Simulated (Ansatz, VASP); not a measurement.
AlH2: VASP beside Ansatz

```
Al H
1.0
     2.58023    0.00000    0.00000
     0.00000    2.58023    0.00000
     0.00000    0.00000    4.71613
Al H
1 2
Direct
  0.00000 0.00000 0.00000
  0.50000 0.50000 0.21867
  0.50000 0.50000 0.78133
```

Change from the starting cell: species swapped into the FeSi2 type (P4/mmm, No. 123).

Alike in both runs: functional PBE; k mesh 8 × 8 × 4; occupations gaussian, width 0.1 eV; no spin polarisation.

Ansatz relaxed the structure, and its values are those at the end. VASP's run is a single point on that final structure, the one shown.

|  | VASP | Ansatz |
| --- | --- | --- |
| version | VASP 6.6.1 | Ansatz 0.2.0 |
| potentials or method | VASP PAW PBE potentials, release 64 (Al, H), cutoff 520 eV | scalar-relativistic, plane waves, PAW |
| valence electrons in the cell | 5 | 5 |

VASP gave:

* gap on the k mesh at the Fermi level (eV): none
* pressure (GPa): 0.0

Estimate Ansatz's values.

gap on the k mesh at the Fermi level (eV): none; pressure (GPa): 0.1.

A gap of «none» marks a metal or a gap that the smearing closes. The functional is the same, so the differences come from potentials, cutoffs and numerics.
